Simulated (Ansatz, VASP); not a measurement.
**One calculation of Mg3Se4, two programs**

Contents of INCAR:

```
ALGO     = Normal         # electronic algorithm
EDIFF    = 1E-6           # SCF threshold, eV
EDIFFG   = -0.01          # ionic threshold
ENCUT    = 600            # plane-wave cutoff, eV
GGA      = PE             # functional
IBRION   = 2              # ionic algorithm
ISIF     = 3              # what is computed and relaxed
ISMEAR   = 0              # smearing method
LASPH    = True           # aspherical terms in the spheres
LCHARG   = False          # write CHGCAR
LREAL    = False          # projectors in reciprocal space
LWAVE    = False          # write WAVECAR
NELM     = 80             # most SCF steps
NSW      = 100            # ionic steps
PREC     = Accurate       # precision mode
SIGMA    = 0.02           # smearing width, eV
```

The input KPOINTS:

```
k-points
0
Gamma
  12 12 4
```

The input POSCAR:

```
Mg3Se4
1.0
    4.0343576745      0.0000000000      0.0000000000
   -2.0171788373      3.4938562341      0.0000000000
    0.0000000000      0.0000000000     11.2508668259
Mg Se
3 4
Direct
    0.0000000000      0.0000000000      0.0000000000
    0.6666666667      0.3333333333      0.7184192060
    0.3333333333      0.6666666667      0.2815807940
    0.3333333333      0.6666666667      0.8621618897
    0.6666666667      0.3333333333      0.1378381103
    0.0000000000      0.0000000000      0.3934170563
    0.0000000000      0.0000000000      0.6065829437
```

Input for Ansatz:

```yaml
crystal:
  lattice:
    - [4.0343576745, 0.0, 0.0]
    - [-2.0171788373, 3.4938562341, 0.0]
    - [0.0, 0.0, 11.2508668259]
  atoms:
    - { symbol: Mg, position: [0.0, 0.0, 0.0] }
    - { symbol: Mg, position: [0.6666666667, 0.3333333333, 0.718419206] }
    - { symbol: Mg, position: [0.3333333333, 0.6666666667, 0.281580794] }
    - { symbol: Se, position: [0.3333333333, 0.6666666667, 0.8621618897] }
    - { symbol: Se, position: [0.6666666667, 0.3333333333, 0.1378381103] }
    - { symbol: Se, position: [0.0, 0.0, 0.3934170563] }
    - { symbol: Se, position: [0.0, 0.0, 0.6065829437] }
basis:
  ecutwfc: 420
kpoints:
  mp_grid: { grid: [12, 12, 4] }
hamiltonian:
  xc: pbe
scf:
  occupations: { method: gaussian, width: 0.02 }
output:
  forces: true
  stress: true
  eigenvalues: true
relax:
  adjacent_minimum: "off"
  f_tol: 0.01
  max_steps: 80
  cell: { stress_tol: 0.05 }
```

Alike in both runs: task relaxation of cell and atoms; functional PBE; k mesh 12 × 12 × 4; occupations gaussian, width 0.02 eV; no spin polarisation.

```csv
,VASP,Ansatz
version,VASP 6.6.1,Ansatz 0.2.0
potentials or method,"VASP PAW PBE potentials, release 64 (Mg, Se), cutoff 600 eV","scalar-relativistic, plane waves, PAW"
valence electrons in the cell,30,94
```

```csv
,VASP,Ansatz,Ansatz less VASP
"gap on the k mesh at the Fermi level, each at its own relaxed structure (eV)",0.71,0.72,+0.009
relaxed volume (Å³/atom),22.66,22.70,+0.035
relaxed length of the cell vector where the two differ most in proportion (Å),4.034,4.036,+0.0022
```

VASP's potentials hold 30 valence electrons a cell and Ansatz's 94, so a difference there can come from the potentials and not from the codes.
